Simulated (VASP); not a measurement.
# Ge (Cmmm) in VASP: a series of runs

The runs below take Ge through single point, with PBEsol.

All numbers are computed with VASP 6.6.1; they aren't measurements. Logs are shortened: lines on timing, memory, paths and dates and some standing lists are left out, and cuts for length are marked.

## (1) The cell of the first run

It takes space group Cmmm (No. 65, orthorhombic). Conventional cell: a = 2.848 Å, b = 5.190 Å, c = 2.643 Å, α = 90.00°, β = 90.00°, γ = 90.00°. Ge (site symmetry mmm) has 8 Ge at 2.64 to 2.96 Å within 3.5 Å.

## (2) Single point, PBEsol (strain +0.030 along x and y, +0.000 along z)

File INCAR:

```
ALGO = Normal
EDIFF = 1E-6
ENCUT = 520
GGA = PS
ISIF = 2
ISMEAR = 0
LASPH = True
LCHARG = False
LREAL = False
LWAVE = False
NBANDS = 13
NELM = 80
PREC = Accurate
SIGMA = 0.15
```

File KPOINTS:

```
k-points
0
Gamma
  24 24 22
```

File POSCAR:

```
Ge
1.0
    1.4240837833     -2.5950862784      0.0000000000
    1.4240837833      2.5950862784      0.0000000000
    0.0000000000      0.0000000000      2.6427277821
Ge
1
Direct
    0.5000000000      0.5000000000      0.0000000000
```

Potentials or basis: VASP PAW PBE potentials, release 64 (Ge_d).

Run with:

```bash
cat potpaw_PBE.64/Ge_d/POTCAR > POTCAR
mpirun -np 1 vasp_std > vasp.out
```

OUTCAR:

```text
EDIFF = 1E-6
   ENCUT = 520
   GGA = PS
   ISIF = 2
   ISMEAR = 0
   LASPH = True
   LREAL = False
   NELM = 80
   PREC = Accurate

 ion  position               nearest neighbor table
   1  0.500  0.500  0.000-

  LATTYP: Found a base centered orthorhombic cell.
 ALAT       =     2.8481675666
 B/A-ratio  =     1.8222848324
 C/A-ratio  =     0.9278694881

  Lattice vectors:

 A1 = (   1.4240837833,  -2.5950862784,   0.0000000000)
 A2 = (   1.4240837833,   2.5950862784,   0.0000000000)
 A3 = (   0.0000000000,   0.0000000000,   2.6427277821)

Analysis of symmetry for initial positions (statically):
=====================================================================
 Subroutine PRICEL returns:
 Original cell was already a primitive cell.

 Routine SETGRP: Setting up the symmetry group for a
 base centered orthorhombic supercell.

 Subroutine GETGRP returns: Found  8 space group operations
 (whereof  8 operations were pure point group operations)
 out of a pool of  8 trial point group operations.

The static configuration has the point symmetry D_2h.

Analysis of symmetry for dynamics (positions and initial velocities):
=====================================================================
 Subroutine PRICEL returns:
 Original cell was already a primitive cell.

 Routine SETGRP: Setting up the symmetry group for a
 base centered orthorhombic supercell.

 Subroutine GETGRP returns: Found  8 space group operations
 (whereof  8 operations were pure point group operations)
 out of a pool of  8 trial point group operations.

The dynamic configuration has the point symmetry D_2h.

 Subroutine INISYM returns: Found  8 space group operations
 (whereof  8 operations are pure point group operations),
 and found     1 'primitive' translations

----------------------------------------------------------------------------------------

                                     Primitive cell

  volume of cell :      19.5330

  direct lattice vectors                    reciprocal lattice vectors
     1.424083783 -2.595086278  0.000000000     0.351102938 -0.192671821  0.000000000
     1.424083783  2.595086278  0.000000000     0.351102938  0.192671821  0.000000000
     0.000000000  0.000000000  2.642727782     0.000000000  0.000000000  0.378396900

  length of vectors
     2.960149897  2.960149897  2.642727782     0.400494324  0.400494324  0.378396900

  position of ions in fractional coordinates (direct lattice)
     0.500000000  0.500000000  0.000000000

  ion indices of the primitive-cell ions
   primitive index   ion index
                 1           1

----------------------------------------------------------------------------------------

 KPOINTS: k-points

Automatic generation of k-mesh.
 Grid dimensions read from file:
 generate k-points for:   24   24   22

 Generating k-lattice:

  Cartesian coordinates                     Fractional coordinates (reciprocal lattice)
     0.014629289 -0.008027993  0.000000000     0.041666667  0.000000000  0.000000000
     0.014629289  0.008027993  0.000000000     0.000000000  0.041666667  0.000000000
     0.000000000  0.000000000  0.017199859     0.000000000  0.000000000  0.045454545

  Length of vectors
     0.016687264  0.016687264  0.017199859

  Shift w.r.t. Gamma in fractional coordinates (k-lattice)
     0.000000000  0.000000000  0.000000000

 Subroutine IBZKPT returns following result:
 ===========================================

 Found   1884 irreducible k-points:

 Following reciprocal coordinates:
            Coordinates               Weight
  0.000000  0.000000  0.000000      1.000000
  0.041667  0.000000  0.000000      4.000000
  0.083333 -0.000000  0.000000      4.000000
  0.125000  0.000000  0.000000      4.000000
  0.166667 -0.000000  0.000000      4.000000
  0.208333 -0.000000  0.000000      4.000000
[... 16 lines left out ...]
  0.416667  0.041667  0.000000      4.000000
  0.458333  0.041667  0.000000      4.000000
 [... further k-points ...]
   k-points           NKPTS =   1884   k-points in BZ     NKDIM =   1884   number of bands    NBANDS=     13
   number of dos      NEDOS =    301   number of ions     NIONS =      1
   total plane-waves  NPLWV =  11520
   dimension x,y,z NGX =    24 NGY =   24 NGZ =   20
   dimension x,y,z NGXF=    48 NGYF=   48 NGZF=   40
   ions per type =               1
   NGX,Y,Z   is equivalent  to a cutoff of  13.48, 13.48, 12.58 a.u.
   NGXF,Y,Z  is equivalent  to a cutoff of  26.96, 26.96, 25.16 a.u.
 SYSTEM =  unknown system
   PREC   = accura    normal or accurate (medium, high low for compatibility)
   ISTART =      0    job   : 0-new  1-cont  2-samecut
   ICHARG =      2    charge: 1-file 2-atom 10-const
   ISPIN  =      1    spin polarized calculation?
   LNONCOLLINEAR =      F non collinear calculations
   LSORBIT =      F    spin-orbit coupling
   LASPH  =      T    aspherical Exc in radial PAW
   ENCUT  =  520.0 eV  38.22 Ry    6.18 a.u.   5.50  5.50  4.91*2*pi/ulx,y,z
   NELM   =     80;   NELMIN=  2; NELMDL= -5     # of ELM steps
   EDIFF  = 0.1E-05   stopping-criterion for ELM
   LREAL  =      F    real-space projection
   EDIFFG = 0.1E-04   stopping-criterion for IOM
   NSW    =      0    number of steps for IOM
   IBRION =     -1    ionic relax: 0-MD 1-quasi-New 2-CG
   NFREE  =      0    steps in history (QN), initial steepest desc. (CG)
   ISIF   =      2    stress and relaxation
   ISYM   =      2    0-nonsym 1-usesym 2-fastsym
   POTIM  = 0.5000    time-step for ionic-motion
   TEBEG  =    0.0;   TEEND  =   0.0 temperature during run
   PSTRESS=    0.0 pullay stress
   NELECT =      14.0000    total number of electrons
   NUPDOWN=      -1.0000    fix difference up-down
   EMIN   =  10.00;   EMAX   =-10.00  energy-range for DOS
   EFERMI =   0.00;   METHOD = LEGACY
   ISMEAR =     0;   SIGMA  =   0.15  broadening in eV -4-tet -1-fermi 0-gaus
   EFERMI_NEDOS =   21; number of points for ismear=-14 and -15
   IALGO  =     38    algorithm
   IMIX   =      4    mixing-type and parameters
     AMIX     =   0.40;   BMIX     =  1.00
     AMIX_MAG =   1.60;   BMIX_MAG =  1.00
  volume/ion in A,a.u.               =      19.53       131.82
  Fermi-wavevector in a.u.,A,eV,Ry     =   1.465079  2.768597 29.204297  2.146455
  Thomas-Fermi vector in A             =   2.580978
   LORBIT       =      0    0 simple, 1 ext, 2 COOP (PROOUT), +10 PAW based schemes
   GGA     = PS    functional components
   LHFCALC =     F    Hartree Fock is set to
   AEXX    =    0.0000 exact exchange contribution
   IVDW    =     0    specifies the selected vdW correction
   LEPSILON=     F    determine dielectric tensor
   LRPA    =     F    only Hartree local field effects (RPA)
 non-spin polarized calculation
 Gauss-broadening in eV      SIGMA  =   0.15
  energy-cutoff  :      520.00
  volume of cell :       19.53
 maximum number of plane-waves:       549
 NGX is ok and might be reduce to    24
   NGX = 11   NGY = 11   NGZ =  9

 number of electron      14.0000007 magnetization

 Free energy of the ion-electron system (eV)
  ---------------------------------------------------
  ext. energy  EPLUGINS =         0.00000000
  ---------------------------------------------------
  free energy    TOTEN  =        -4.73292864 eV

  energy without entropy =       -4.72811421  energy(sigma->0) =       -4.73052142

 E-fermi :   6.1252     XC(G=0): -11.2074

 val. band max:        6.1246132618   @ k =  -0.2917   0.2500   0.1818
 cond. band min:       6.1259218444   @ k =   0.2083  -0.0000   0.2727
 fundamental gap:      0.0013085826
 Fermi energy:         6.1251784307

 k-point     1 :       0.0000    0.0000    0.0000
  band No.  band energies     occupation
      1     -18.5684      2.00000
      2     -18.4784      2.00000
      3     -18.4448      2.00000
      4     -18.3283      2.00000
      5     -18.3159      2.00000
      6      -6.7812      2.00000
      7      13.1052      0.00000
      8      13.5551      0.00000
      9      14.0873      0.00000
     10      16.7242      0.00000
     11      18.7820      0.00000
     12      20.4333      0.00000
     13      20.5258      0.00000

 k-point     2 :       0.0417    0.0000    0.0000
  band No.  band energies     occupation
      1     -18.5674      2.00000
      2     -18.4768      2.00000
      3     -18.4449      2.00000
      4     -18.3286      2.00000
      5     -18.3166      2.00000
      6      -6.7404      2.00000
      7      12.9151      0.00000
      8      13.5945      0.00000
      9      13.6833      0.00000
     10      16.8982      0.00000
     11      18.7846      0.00000
     12      19.6944      0.00000
     13      20.7766      0.00000

 k-point     3 :       0.0833   -0.0000    0.0000
  band No.  band energies     occupation
      1     -18.5644      2.00000
      2     -18.4722      2.00000
      3     -18.4449      2.00000
      4     -18.3294      2.00000
      5     -18.3186      2.00000
      6      -6.6182      2.00000
      7      12.2330      0.00000
      8      12.9465      0.00000
      9      13.7122      0.00000
     10      17.1210      0.00000
     11      18.2718      0.00000
     12      19.8157      0.00000
     13      21.4693      0.00000
[... 305 lines left out ...]
 k-point    23 :       0.4167    0.0417    0.0000
  band No.  band energies     occupation
      1     -18.5367      2.00000
      2     -18.4564      2.00000
      3     -18.3622      2.00000
      4     -18.3542      2.00000
      5     -18.3366      2.00000
      6      -2.5195      2.00000
      7       1.4967      2.00000
      8       9.1713      0.00000
      9      13.9415      0.00000
     10      16.9825      0.00000
     11      21.9772      0.00000
     12      24.0879      0.00000
     13      24.4738      0.00000

 k-point    24 :       0.4583    0.0417    0.0000
  band No.  band energies     occupation
      1     -18.5369      2.00000
      2     -18.4552      2.00000
      3     -18.3635      2.00000
      4     -18.3508      2.00000
      5     -18.3370      2.00000
      6      -2.0426      2.00000
      7       0.8712      2.00000
      8       9.0452      0.00000
      9      13.9072      0.00000
     10      17.2016      0.00000
     11      22.7952      0.00000
     12      23.5843      0.00000
     13      23.7267      0.00000

 [... further k-points ...]

------------------------ aborting loop because EDIFF is reached ----------------------------------------

  FORCE on cell =-STRESS in cart. coord.  units (eV):
  Direction    XX          YY          ZZ          XY          YZ          ZX
  --------------------------------------------------------------------------------------
  -------------------------------------------------------------------------------------
  Total       -0.5847944     -0.7864948     -0.1103955     -0.0000000      0.0000000      0.0000000
  in kB      -47.9671603    -64.5114310     -9.0550813     -0.0000000      0.0000000      0.0000000
  external PRESSURE =     -40.5112242 kB  Pullay stress =       0.0000000 kB

 VOLUME and BASIS-vectors are now :
 -----------------------------------------------------------------------------
  energy-cutoff  :      520.00
  volume of cell :       19.53
      direct lattice vectors                 reciprocal lattice vectors
     1.424083783 -2.595086278  0.000000000     0.351102938 -0.192671821  0.000000000
     1.424083783  2.595086278  0.000000000     0.351102938  0.192671821  0.000000000
     0.000000000  0.000000000  2.642727782     0.000000000  0.000000000  0.378396900

 POSITION                                       TOTAL-FORCE (eV/Angst)
 -----------------------------------------------------------------------------------
      1.42408      0.00000      0.00000         0.000000     -0.000000      0.000000
 -----------------------------------------------------------------------------------
    total drift:                               -0.000000     -0.000000     -0.000000

  FREE ENERGIE OF THE ION-ELECTRON SYSTEM (eV)
  ---------------------------------------------------
  free  energy   TOTEN  =        -4.7329286388 eV

  energy  without entropy=       -4.7281142100  energy(sigma->0) =       -4.73052142
```

Wall time 3 min (1 thread of Intel Xeon Platinum 8259CL at 2.50GHz (Skylake/Cascade Lake), shared host); peak memory 0.52 GiB.

Results:

```yaml
Free_energy: -4.7329 eV
Pressure: -4.1 GPa
Band_gap_on_the_k_mesh: zero (bands 7 and 8 overlap by 10.32 eV)
```

Stress tensor (GPa, compression positive):
```
-4.80  0.00  0.00
 0.00 -6.45  0.00
 0.00  0.00 -0.91
```

Caveat: the cell differs from its parent crystal (strain +0.030 along x and y, +0.000 along z); the cell stands under tension; the PAW data sets were made with another functional, which shifts forces and pressure a little.

## (3) Single point, PBEsol (strain +0.015 along x and y, +0.030 along z)

File INCAR:

```
SYSTEM = Ge
  ALGO = Normal
  EDIFF = 1E-7
  ENCUT = 520
  GGA = PS
  ISIF = 2
  ISMEAR = 0
  LASPH = .TRUE.
  LCHARG = .FALSE.
  LREAL = .FALSE.
  LWAVE = .FALSE.
  NBANDS = 13
  NELM = 60
  PREC = Accurate
  SIGMA = 0.15
```

File KPOINTS:

```
k-points
0
G
  24 24 22
  0 0 0
```

File POSCAR:

```
Ge
1.0
    1.4033446991     -2.5572937598      0.0000000000
    1.4033446991      2.5572937598      0.0000000000
    0.0000000000      0.0000000000      2.7220096156
Ge
1
Direct
    0.5000000000      0.5000000000      0.0000000000
```

Potentials or basis: VASP PAW PBE potentials, release 64 (Ge_d).

Run with:

```bash
cat potpaw_PBE.64/Ge_d/POTCAR > POTCAR
mpirun -np 1 vasp_std > vasp.out
```

It took 3.5 min on 1 thread of Intel Xeon Platinum 8259CL at 2.50GHz (Skylake/Cascade Lake), shared host; peak memory 0.51 GiB.

The run converged. Its results:

* Free energy: -4.7364 eV
* Pressure: -4.0 GPa
* Band gap on the k mesh: zero (bands 7 and 8 overlap by 9.69 eV)

Stress tensor (GPa, compression positive):
```
-2.29  0.00  0.00
 0.00 -4.01  0.00
 0.00  0.00 -5.77
```

Levels at points of the mesh, in eV from the Fermi level:
| k point | band 4 | band 5 | band 6 | band 7 | band 8 | band 9 | band 10 | band 11 |
| --- | --- | --- | --- | --- | --- | --- | --- | --- |
| (0.00, 0.00, 0.00) | -24.45 | -24.44 | -12.91 | 6.29 | 7.64 | 8.67 | 9.94 | 13.07 |
| (0.50, 0.00, 0.00) | -24.46 | -24.46 | -7.81 | -5.34 | 3.73 | 7.74 | 10.19 | 16.07 |
| (0.50, 0.50, 0.00) | -24.46 | -24.45 | -8.42 | -5.50 | 5.01 | 8.95 | 9.71 | 15.67 |
| (0.00, 0.00, 0.50) | -24.50 | -24.48 | -9.27 | -5.73 | 10.35 | 11.38 | 16.42 | 16.49 |
| (0.50, 0.00, 0.50) | -24.45 | -24.37 | -3.82 | -2.39 | -1.59 | 3.55 | 6.49 | 11.80 |
| (0.50, 0.50, 0.50) | -24.46 | -24.39 | -4.51 | -2.51 | -2.05 | 3.26 | 7.77 | 13.10 |

Caveat: the cell differs from its parent crystal (strain +0.015 along x and y, +0.030 along z); the cell stands under tension; the PAW data sets were made with another functional, which shifts forces and pressure a little.

## (4) Single point, PBEsol (strain +0.030 along x and y, +0.015 along z)

File INCAR:

```
ALGO = Normal ; EDIFF = 1E-6
ENCUT = 520 ; GGA = PS
ISIF = 2 ; ISMEAR = 0
LASPH = T ; LCHARG = T
LELF = T ; LREAL = F
LVHAR = T ; LWAVE = F
NBANDS = 13 ; NELM = 100
PREC = Accurate ; SIGMA = 0.15
```

File KPOINTS:

```
k-points
0
Gamma
  24 24 22
```

File POSCAR:

```
Ge
1.0
    1.4240837833     -2.5950862784      0.0000000000
    1.4240837833      2.5950862784      0.0000000000
    0.0000000000      0.0000000000      2.6823686988
Ge
1
Direct
    0.5000000000      0.5000000000      0.0000000000
```

Run with:

```bash
cat potpaw_PBE.64/Ge_d/POTCAR > POTCAR
mpirun -np 1 vasp_std > vasp.out
```

It took 3.5 min on 1 thread of Intel Xeon Platinum 8259CL at 2.50GHz (Skylake/Cascade Lake), shared host; peak memory 0.52 GiB.

Results (log left out):

- Free energy: -4.7293 eV
- Pressure: -4.9 GPa
- Band gap on the k mesh: zero (bands 7 and 8 overlap by 10.19 eV)

Stress tensor (GPa, compression positive):
```
-4.83  0.00  0.00
 0.00 -6.48  0.00
 0.00  0.00 -3.49
```

Levels at points of the mesh, in eV from the Fermi level:
```
           k point  band 3  band 4  band 5  band 6  band 7  band 8  band 9  band 10  band 11  band 12
(0.00, 0.00, 0.00)  -24.56  -24.45  -24.44  -12.78    6.95    7.10    8.08    10.36    12.68    14.34
(0.50, 0.00, 0.00)  -24.49  -24.47  -24.46   -7.99   -5.27    3.41    7.43    10.61    16.57    16.61
(0.50, 0.50, 0.00)  -24.49  -24.47  -24.45   -8.57   -5.42    4.63    8.59    10.16    16.02    16.40
(0.00, 0.00, 0.50)  -24.52  -24.51  -24.46   -8.90   -5.63   10.00   10.98    15.86    16.28    17.28
(0.50, 0.00, 0.50)  -24.54  -24.46  -24.37   -3.74   -2.10   -1.76    3.59     6.37    11.69    13.10
(0.50, 0.50, 0.50)  -24.52  -24.47  -24.38   -4.40   -2.21   -2.19    3.33     7.59    12.94    14.28
```

Caveat: the cell differs from its parent crystal (strain +0.030 along x and y, +0.015 along z); the cell stands under tension; the PAW data sets were made with another functional, which shifts forces and pressure a little.

(Part 1 of 2 ends here.)
